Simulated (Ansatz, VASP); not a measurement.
One calculation of MgS, two programs

The input INCAR:

```
SYSTEM = MgS
ALGO = Normal
EDIFF = 1E-7
EDIFFG = -0.002
ENCUT = 600
GGA = CA
GGA_COMPAT = .False.
IBRION = 2
ISIF = 3
ISMEAR = 0
LASPH = .True.
LCHARG = .False.
LREAL = .False.
LWAVE = .False.
NELM = 120
NELMIN = 4
NSW = 100
PREC = Accurate
SIGMA = 0.02
```

The input KPOINTS:

```
k-points
0
Gamma
  6 6 6
  0 0 0
```

POSCAR

```
MgS
1.0
    0.0000000000      2.6000000000      2.6000000000
    2.6000000000      0.0000000000      2.6000000000
    2.6000000000      2.6000000000      0.0000000000
Mg S
1 1
Direct
    0.0000000000      0.0000000000      0.0000000000
    0.5000000000      0.5000000000      0.5000000000
```

Input for Ansatz:

```yaml
crystal:
  lattice:
    - [0.0, 2.6, 2.6]
    - [2.6, 0.0, 2.6]
    - [2.6, 2.6, 0.0]
  atoms:
    - { symbol: Mg, position: [0.0, 0.0, 0.0] }
    - { symbol: S, position: [0.5, 0.5, 0.5] }
basis:
  ecutwfc: 420
kpoints:
  mp_grid: { grid: [6, 6, 6] }
hamiltonian:
  xc: lda
scf:
  occupations: { method: gaussian, width: 0.02 }
output:
  forces: true
  stress: true
  eigenvalues: true
  write_density: true
  write_potential: true
  elf: true
  volumetric_format: npy
relax:
  adjacent_minimum: "off"
  f_tol: 0.002
  max_steps: 80
  cell: { stress_tol: 0.02 }
```

Alike in both runs: task relaxation of cell and atoms; functional LDA; k mesh 6 × 6 × 6; occupations gaussian, width 0.02 eV; no spin polarisation.

|  | VASP | Ansatz |
| --- | --- | --- |
| version | VASP 6.6.1 | Ansatz 0.2.0 |
| potentials or method | VASP PAW LDA potentials, release 64 (Mg, S), cutoff 600 eV | scalar-relativistic, plane waves, PAW |
| valence electrons in the cell | 8 | 16 |

Ansatz gave:

* gap on the k mesh at the Fermi level, each at its own relaxed structure (eV): 2.64
* relaxed volume (Å³/atom): 16.87
* relaxed cell length with the largest relative difference (Å): 3.627

**Question.** Estimate VASP's values.

**Answer.** gap on the k mesh at the Fermi level, each at its own relaxed structure (eV): 2.66; relaxed volume (Å³/atom): 16.76; relaxed cell length with the largest relative difference (Å): 3.619.

LDA's correlation is that of Perdew and Zunger in VASP and of Perdew and Wang (1992) in Ansatz. VASP's potentials hold 8 valence electrons a cell and Ansatz's 16, so a difference there can come from the potentials and not from the codes.
